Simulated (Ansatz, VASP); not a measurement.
## SiC4 in VASP and in Ansatz

File INCAR:

```
PREC = Accurate ; ENCUT = 520
EDIFF = 1E-7 ; ISMEAR = 0
SIGMA = 0.1 ; LREAL = F
LASPH = T ; NELM = 150
ALGO = Normal ; ISIF = 2
LWAVE = F ; LCHARG = F
ISPIN = 2 ; MAGMOM = 0 1 1 1 1
LORBIT = 11 ; GGA = PE
NBANDS = 22
```

File KPOINTS:

```
Automatic mesh
0
Gamma
  6 6 6
```

POSCAR

```
SiC4
1.0
   -2.9726274300      2.9726274300      1.8800546600
    2.9726274300     -2.9726274300      1.8800546600
    2.9726274300      2.9726274300     -1.8800546600
Si C
1 4
Direct
    0.0000000000      0.0000000000      0.0000000000
    0.6000000000      0.8000000000      0.4000000000
    0.4000000000      0.2000000000      0.6000000000
    0.8000000000      0.4000000000      0.2000000000
    0.2000000000      0.6000000000      0.8000000000
```

Input for Ansatz:

```yaml
crystal:
  lattice:
    - [-2.97262743, 2.97262743, 1.88005466]
    - [2.97262743, -2.97262743, 1.88005466]
    - [2.97262743, 2.97262743, -1.88005466]
  atoms:
    - { symbol: Si, position: [0.0, 0.0, 0.0] }
    - { symbol: C, position: [0.6, 0.8, 0.4], spin: 1.0 }
    - { symbol: C, position: [0.4, 0.2, 0.6], spin: 1.0 }
    - { symbol: C, position: [0.8, 0.4, 0.2], spin: 1.0 }
    - { symbol: C, position: [0.2, 0.6, 0.8], spin: 1.0 }
basis:
  ecutwfc: 420
kpoints:
  mp_grid: { grid: [6, 6, 6] }
hamiltonian:
  xc: pbe
scf:
  occupations: { method: gaussian, width: 0.1 }
  lower_state_search: "off"
output:
  forces: true
  stress: true
  eigenvalues: true
  populations: true
magnetization:
  spin_polarized: true
```

Alike in both runs: task single point; functional PBE; k mesh 6 × 6 × 6; occupations gaussian, width 0.1 eV; collinear spin.

|  | VASP | Ansatz |
| --- | --- | --- |
| version | VASP 6.6.1 | Ansatz 0.2.0 |
| potentials or method | VASP PAW PBE potentials, release 64 (Si, C), cutoff 520 eV | scalar-relativistic, plane waves, PAW |
| valence electrons in the cell | 20 | 20 |

VASP gave:

| Item | Value |
| --- | --- |
| gap on the k mesh at the Fermi level (eV) | none |
| pressure (GPa) | -27.5 |
| traceless stress, the component that is largest in VASP (GPa) | 0.61 |
| rms of the force components (eV/Å) | 0.181 |
| net moment per atom (μB) | 0.00 |

Question: Which values does Ansatz return?

Answer: gap on the k mesh at the Fermi level (eV): none; pressure (GPa): -27.5; traceless stress, the component that is largest in VASP (GPa): 0.62; rms of the force components (eV/Å): 0.182; net moment per atom (μB): 0.00.

Atom by atom the forces differ by 0.001 eV/Å (rms over components). A gap of «none» marks a metal or a gap that the smearing closes. With one functional, cell and mesh, what is left measures potentials, basis and numerics. Ansatz's warnings: seeded moment not kept.
